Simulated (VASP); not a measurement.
Runs of VASP 6.6.1 on MgI2. The structure is that of space group P-3m1 (No. 164), or close to it. The cells are those of the table. 

```csv
task,level,potentials or basis,cell,k mesh,cutoff (eV),smearing,gap on the mesh (eV),pressure (GPa),largest force (eV/Å)
single point,r2SCAN,"VASP PAW PBE potentials, release 64 (I, Mg)","a = 4.140, b = 4.140, c = 6.880 Å, angles 90.0, 90.0, 120.0°, 3 atoms",12 × 12 × 4,520,gaussian 0.01 eV,(d),0.0,0.32
single point,PBE,"VASP PAW PBE potentials, release 64 (I, Mg)","a = 4.140, b = 4.140, c = 6.880 Å, angles 90.0, 90.0, 120.0°, 3 atoms",8 × 8 × 4,520,fermi-dirac 0.05 eV,3.48,0.6,0.26
single point,LDA,"VASP PAW LDA potentials, release 64 (I, Mg)","a = 4.140, b = 4.140, c = 6.880 Å, angles 90.0, 90.0, 120.0°, 3 atoms",12 × 12 × 4,520,gaussian 0.01 eV,(c),-2.1,0.39
relaxation of cell and atoms,PBE,"VASP PAW PBE potentials, release 64 (I, Mg)","relaxed from a = 4.140, b = 4.140, c = 6.880 Å, angles 90.0, 90.0, 120.0°, 3 atoms",8 × 8 × 4,600,fermi-dirac 0.05 eV,3.61,0.0,-
single point,LDA,"VASP PAW LDA potentials, release 64 (I, Mg)","a = 4.073, b = 4.073, c = 6.701 Å, angles 90.0, 90.0, 120.0°, 3 atoms",8 × 8 × 4,520,fermi-dirac 0.05 eV,3.34,-0.1,0.01
single point,LDA,"VASP PAW LDA potentials, release 64 (I, Mg)","a = 4.221, b = 4.221, c = 7.015 Å, angles 90.0, 90.0, 120.0°, 3 atoms",8 × 8 × 4,520,fermi-dirac 0.05 eV,3.15,-3.4,(b)
single point,PBEsol,"VASP PAW PBE potentials, release 64 (I, Mg)","a = 4.132, b = 4.132, c = 7.029 Å, angles 90.0, 90.0, 120.0°, 3 atoms",8 × 8 × 4,520,fermi-dirac 0.05 eV,(a),-0.1,0.01
single point,BLYP,"VASP PAW PBE potentials, release 64 (I, Mg)","a = 4.311, b = 4.311, c = 9.811 Å, angles 90.0, 90.0, 120.0°, 3 atoms",8 × 8 × 4,520,fermi-dirac 0.05 eV,3.62,0.0,0.01
```

Alike in all rows: no spin polarisation.

Problem. Estimate the missing entries.

Solution. (a) 3.54; (b) 0.60; (c) 3.31; (d) 4.09.

Caveats: spin-orbit coupling is left out, which moves the levels of the heavy elements; the PAW data sets were made with another functional, which shifts forces and pressure a little (some runs); this functional lacks dispersion, which binds the layers, so the pressure and a relaxed spacing across them are unreliable (some runs).

A k mesh can miss the band edges, and the runs leave out spin-orbit coupling on I.
